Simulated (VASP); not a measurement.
# Mg3O (P4/mmm) in VASP: single point with PBE

Aim: the single point of Mg3O with PBE.

Program: VASP 6.6.1. These are calculated values, not measurements. Logs are shortened: lines on timing, memory, paths and dates and some standing lists are left out, and cuts for length are marked.

**1. The cell of the first run**

It takes space group P4/mmm (No. 123, tetragonal). Conventional cell: a = 4.289 Å, b = 4.289 Å, c = 3.798 Å, α = 90.00°, β = 90.00°, γ = 90.00°. Mg (site symmetry mmm) has 10 Mg at 2.86 to 3.80 Å and 4 O at 2.86 Å within 3.8 Å. Within 3.8 Å of Mg (site symmetry 4/mmm) lie 10 Mg at 2.86 to 3.80 Å and 4 O at 3.03 Å. O (site symmetry 4/mmm) has 12 Mg at 2.86 to 3.03 Å and 2 O at 3.80 Å within 3.8 Å.

**2. Single point, PBE**

The input, INCAR:

```
PREC = Accurate
ENCUT = 520
EDIFF = 1E-6
ISMEAR = 0
SIGMA = 0.1
LREAL = False
LASPH = True
NELM = 60
ALGO = Normal
ISIF = 2
LWAVE = False
LCHARG = False
GGA = PE
NBANDS = 14
```

The input, KPOINTS:

```
regular mesh
0
Gamma
  12 12 12
```

The input, POSCAR:

```
Mg3O
1.0
    4.2893500917      0.0000000000      0.0000000000
    0.0000000000      4.2893500917      0.0000000000
    0.0000000000      0.0000000000      3.7979777544
Mg O
3 1
Direct
    0.0000000000      0.5000000000      0.5000000000
    0.5000000000      0.0000000000      0.5000000000
    0.5000000000      0.5000000000      0.0000000000
    0.0000000000      0.0000000000      0.0000000000
```

Potentials or basis: VASP PAW PBE potentials, release 64 (Mg, O).

The run is started by

```console
cat potpaw_PBE.64/Mg/POTCAR potpaw_PBE.64/O/POTCAR > POTCAR
mpirun -np 1 vasp_std > vasp.out
```

OUTCAR:

```text
PREC = Accurate
   ENCUT = 520
   EDIFF = 1E-6
   ISMEAR = 0
   LREAL = False
   LASPH = True
   NELM = 60
   ISIF = 2
   GGA = PE

 ion  position               nearest neighbor table
   1  0.000  0.500  0.500-   3 2.86   3 2.86   3 2.86   3 2.86   2 3.03   2 3.03   2 3.03   2 3.03

   2  0.500  0.000  0.500-   3 2.86   3 2.86   3 2.86   3 2.86   1 3.03   1 3.03   1 3.03   1 3.03

   3  0.500  0.500  0.000-   1 2.86   2 2.86   1 2.86   2 2.86   2 2.86   2 2.86   1 2.86   1 2.86

   4  0.000  0.000  0.000-

  LATTYP: Found a simple tetragonal cell.
 ALAT       =     4.2893500917
 C/A-ratio  =     0.8854436391

  Lattice vectors:

 A1 = (   4.2893500917,   0.0000000000,   0.0000000000)
 A2 = (   0.0000000000,   4.2893500917,   0.0000000000)
 A3 = (   0.0000000000,   0.0000000000,   3.7979777544)

Analysis of symmetry for initial positions (statically):
=====================================================================
 Subroutine PRICEL returns:
 Original cell was already a primitive cell.

 Routine SETGRP: Setting up the symmetry group for a
 simple tetragonal supercell.

 Subroutine GETGRP returns: Found 16 space group operations
 (whereof 16 operations were pure point group operations)
 out of a pool of 16 trial point group operations.

The static configuration has the point symmetry D_4h.

Analysis of symmetry for dynamics (positions and initial velocities):
=====================================================================
 Subroutine PRICEL returns:
 Original cell was already a primitive cell.

 Routine SETGRP: Setting up the symmetry group for a
 simple tetragonal supercell.

 Subroutine GETGRP returns: Found 16 space group operations
 (whereof 16 operations were pure point group operations)
 out of a pool of 16 trial point group operations.

The dynamic configuration has the point symmetry D_4h.

 Subroutine INISYM returns: Found 16 space group operations
 (whereof 16 operations are pure point group operations),
 and found     1 'primitive' translations

----------------------------------------------------------------------------------------

                                     Primitive cell

  volume of cell :      69.8772

  direct lattice vectors                    reciprocal lattice vectors
     4.289350092  0.000000000  0.000000000     0.233135552  0.000000000  0.000000000
     0.000000000  4.289350092  0.000000000     0.000000000  0.233135552  0.000000000
     0.000000000  0.000000000  3.797977754     0.000000000  0.000000000  0.263298014

  length of vectors
     4.289350092  4.289350092  3.797977754     0.233135552  0.233135552  0.263298014

  position of ions in fractional coordinates (direct lattice)
     0.000000000  0.500000000  0.500000000
     0.500000000  0.000000000  0.500000000
     0.500000000  0.500000000  0.000000000
     0.000000000  0.000000000  0.000000000

  ion indices of the primitive-cell ions
   primitive index   ion index
                 1           1
                 2           2
                 3           3
                 4           4

----------------------------------------------------------------------------------------

 KPOINTS: regular mesh

Automatic generation of k-mesh.
 Grid dimensions read from file:
 generate k-points for:   12   12   12

 Generating k-lattice:

  Cartesian coordinates                     Fractional coordinates (reciprocal lattice)
     0.019427963  0.000000000  0.000000000     0.083333333  0.000000000  0.000000000
     0.000000000  0.019427963  0.000000000     0.000000000  0.083333333  0.000000000
     0.000000000  0.000000000  0.021941501     0.000000000  0.000000000  0.083333333

  Length of vectors
     0.019427963  0.019427963  0.021941501

  Shift w.r.t. Gamma in fractional coordinates (k-lattice)
     0.000000000  0.000000000  0.000000000

 Subroutine IBZKPT returns following result:
 ===========================================

 Found    196 irreducible k-points:

 Following reciprocal coordinates:
            Coordinates               Weight
  0.000000  0.000000  0.000000      1.000000
  0.083333  0.000000  0.000000      4.000000
  0.166667  0.000000  0.000000      4.000000
  0.250000  0.000000  0.000000      4.000000
  0.333333  0.000000  0.000000      4.000000
  0.416667  0.000000  0.000000      4.000000
[... 16 lines left out ...]
  0.333333  0.333333  0.000000      4.000000
  0.416667  0.333333  0.000000      8.000000
 [... further k-points ...]
   k-points           NKPTS =    196   k-points in BZ     NKDIM =    196   number of bands    NBANDS=     14
   number of dos      NEDOS =    301   number of ions     NIONS =      4
   total plane-waves  NPLWV =  28672
   dimension x,y,z NGX =    32 NGY =   32 NGZ =   28
   dimension x,y,z NGXF=    64 NGYF=   64 NGZF=   56
   ions per type =               3   1
   NGX,Y,Z   is equivalent  to a cutoff of  12.40, 12.40, 12.26 a.u.
   NGXF,Y,Z  is equivalent  to a cutoff of  24.81, 24.81, 24.51 a.u.
 SYSTEM =  unknown system
   PREC   = accura    normal or accurate (medium, high low for compatibility)
   ISTART =      0    job   : 0-new  1-cont  2-samecut
   ICHARG =      2    charge: 1-file 2-atom 10-const
   ISPIN  =      1    spin polarized calculation?
   LNONCOLLINEAR =      F non collinear calculations
   LSORBIT =      F    spin-orbit coupling
   LASPH  =      T    aspherical Exc in radial PAW
   ENCUT  =  520.0 eV  38.22 Ry    6.18 a.u.   7.98  7.98  7.06*2*pi/ulx,y,z
   NELM   =     60;   NELMIN=  2; NELMDL= -5     # of ELM steps
   EDIFF  = 0.1E-05   stopping-criterion for ELM
   LREAL  =      F    real-space projection
[... 7 lines left out ...]
   TEBEG  =    0.0;   TEEND  =   0.0 temperature during run
   PSTRESS=    0.0 pullay stress
   NELECT =      12.0000    total number of electrons
   NUPDOWN=      -1.0000    fix difference up-down
   EMIN   =  10.00;   EMAX   =-10.00  energy-range for DOS
   EFERMI =   0.00;   METHOD = LEGACY
   ISMEAR =     0;   SIGMA  =   0.10  broadening in eV -4-tet -1-fermi 0-gaus
   EFERMI_NEDOS =   21; number of points for ismear=-14 and -15
   IALGO  =     38    algorithm
   IMIX   =      4    mixing-type and parameters
     AMIX     =   0.40;   BMIX     =  1.00
     AMIX_MAG =   1.60;   BMIX_MAG =  1.00
  volume/ion in A,a.u.               =      17.47       117.89
  Fermi-wavevector in a.u.,A,eV,Ry     =   0.909962  1.719580 11.266053  0.828032
  Thomas-Fermi vector in A             =   2.034069
   LORBIT       =      0    0 simple, 1 ext, 2 COOP (PROOUT), +10 PAW based schemes
   GGA     = PE    functional components
   LHFCALC =     F    Hartree Fock is set to
   AEXX    =    0.0000 exact exchange contribution
   IVDW    =     0    specifies the selected vdW correction
   LEPSILON=     F    determine dielectric tensor
   LRPA    =     F    only Hartree local field effects (RPA)
 non-spin polarized calculation
 Gauss-broadening in eV      SIGMA  =   0.10
  energy-cutoff  :      520.00
  volume of cell :       69.88
 maximum number of plane-waves:      1908
 NGX is ok and might be reduce to    32
   NGX = 15   NGY = 15   NGZ = 15

 number of electron      11.9999994 magnetization

 Free energy of the ion-electron system (eV)
  ---------------------------------------------------
  ext. energy  EPLUGINS =         0.00000000
  ---------------------------------------------------
  free energy    TOTEN  =        -9.96849973 eV

  energy without entropy =       -9.96333558  energy(sigma->0) =       -9.96591766

 E-fermi :   3.3387     XC(G=0):  -9.0768

 val. band max:        3.3384619867   @ k =   0.5000   0.5000   0.2500
 cond. band min:       3.3500425508   @ k =   0.5000   0.4167   0.2500
 fundamental gap:      0.0115805642
 Fermi energy:         3.3387449701

 k-point     1 :       0.0000    0.0000    0.0000
  band No.  band energies     occupation
      1     -13.9725      2.00000
      2      -2.9231      2.00000
      3      -0.0555      2.00000
      4      -0.0555      2.00000
      5       0.5081      2.00000
      6       4.6545      0.00000
      7       5.2060      0.00000
      8       5.2060      0.00000
      9       6.4191      0.00000
     10       6.7441      0.00000
     11       7.2672      0.00000
     12      10.2182      0.00000
     13      11.8190      0.00000
     14      11.8190      0.00000

 k-point     2 :       0.0833    0.0000    0.0000
  band No.  band energies     occupation
      1     -13.9695      2.00000
      2      -2.9228      2.00000
      3      -0.0677      2.00000
      4      -0.0399      2.00000
      5       0.5158      2.00000
      6       4.2901      0.00000
      7       5.1758      0.00000
      8       5.3108      0.00000
      9       6.6296      0.00000
     10       6.7445      0.00000
     11       7.5625      0.00000
     12       9.9678      0.00000
     13      11.4658      0.00000
     14      11.8663      0.00000

 k-point     3 :       0.1667    0.0000    0.0000
  band No.  band energies     occupation
      1     -13.9613      2.00000
      2      -2.9248      2.00000
      3      -0.0829      2.00000
      4       0.0036      2.00000
      5       0.5371      2.00000
      6       3.5997      0.00022
      7       5.0896      0.00000
      8       5.5877      0.00000
      9       6.7450      0.00000
     10       6.9309      0.00000
     11       8.3839      0.00000
     12       9.5063      0.00000
     13      10.8751      0.00000
     14      11.5100      0.00000
[... 324 lines left out ...]
 k-point    23 :       0.3333    0.3333    0.0000
  band No.  band energies     occupation
      1     -13.9101      2.00000
      2      -2.4147      2.00000
      3      -1.2359      2.00000
      4       0.6001      2.00000
      5       0.6661      2.00000
      6       2.2419      2.00000
      7       3.7055      0.00000
      8       5.8236      0.00000
      9       7.1991      0.00000
     10       8.9682      0.00000
     11       9.4049      0.00000
     12       9.8688      0.00000
     13      10.4061      0.00000
     14      11.2997      0.00000

 k-point    24 :       0.4167    0.3333    0.0000
  band No.  band energies     occupation
      1     -13.9031      2.00000
      2      -2.2540      2.00000
      3      -1.3130      2.00000
      4       0.2403      2.00000
      5       0.6834      2.00000
      6       2.4628      2.00000
      7       3.7195      0.00000
      8       5.4008      0.00000
      9       7.3629      0.00000
     10       9.2408      0.00000
     11       9.3547      0.00000
     12      10.0644      0.00000
     13      10.2104      0.00000
     14      11.5177      0.00000

 [... further k-points ...]

------------------------ aborting loop because EDIFF is reached ----------------------------------------

  FORCE on cell =-STRESS in cart. coord.  units (eV):
  Direction    XX          YY          ZZ          XY          YZ          ZX
  --------------------------------------------------------------------------------------
  -------------------------------------------------------------------------------------
  Total       -0.0509219     -0.0509219     -0.0641117      0.0000000     -0.0000000      0.0000000
  in kB       -1.1675625     -1.1675625     -1.4699833      0.0000000     -0.0000000      0.0000000
  external PRESSURE =      -1.2683695 kB  Pullay stress =       0.0000000 kB

 VOLUME and BASIS-vectors are now :
 -----------------------------------------------------------------------------
  energy-cutoff  :      520.00
  volume of cell :       69.88
      direct lattice vectors                 reciprocal lattice vectors
     4.289350092  0.000000000  0.000000000     0.233135552  0.000000000  0.000000000
     0.000000000  4.289350092  0.000000000     0.000000000  0.233135552  0.000000000
     0.000000000  0.000000000  3.797977754     0.000000000  0.000000000  0.263298014

 POSITION                                       TOTAL-FORCE (eV/Angst)
 -----------------------------------------------------------------------------------
      0.00000      2.14468      1.89899         0.000000      0.000000      0.000000
      2.14468      0.00000      1.89899         0.000000      0.000000      0.000000
      2.14468      2.14468      0.00000         0.000000      0.000000      0.000000
      0.00000      0.00000      0.00000         0.000000      0.000000      0.000000
 -----------------------------------------------------------------------------------
    total drift:                                0.000000      0.000000      0.000000

  FREE ENERGIE OF THE ION-ELECTRON SYSTEM (eV)
  ---------------------------------------------------
  free  energy   TOTEN  =        -9.9684997288 eV

  energy  without entropy=       -9.9633355832  energy(sigma->0) =       -9.96591766
```

Run time: 52 s. Hardware: 1 thread of Intel Xeon 6975P-C (Granite Rapids), shared host; peak memory 0.31 GiB.

What came out:

- Free energy: -9.9685 eV
- Pressure: -0.1 GPa
- Band gap on the k mesh: zero (band 6 reaches 4.72 eV, above the bottom of band 7 at 2.68 eV)

Levels at points of the mesh, in eV from the Fermi level:
```tsv
k point	band 2	band 3	band 4	band 5	band 6	band 7	band 8	band 9	band 10	band 11
(0.00, 0.00, 0.00)	-6.26	-3.39	-3.39	-2.83	1.32	1.87	1.87	3.08	3.41	3.93
(0.50, 0.00, 0.00)	-6.32	-3.14	-3.04	-2.71	-1.79	1.34	3.40	3.90	4.13	5.24
(0.50, 0.50, 0.00)	-4.87	-4.87	-4.15	-2.63	0.32	0.32	0.71	4.64	5.69	5.69
(0.00, 0.00, 0.50)	-5.83	-3.02	-3.02	-2.90	-1.80	1.98	1.98	2.92	4.76	4.76
(0.50, 0.00, 0.50)	-4.58	-4.55	-3.58	-2.89	0.01	0.31	0.71	3.18	4.08	4.53
(0.50, 0.50, 0.50)	-4.00	-3.92	-3.92	-2.35	-0.80	-0.65	-0.65	2.37	2.37	3.63
```
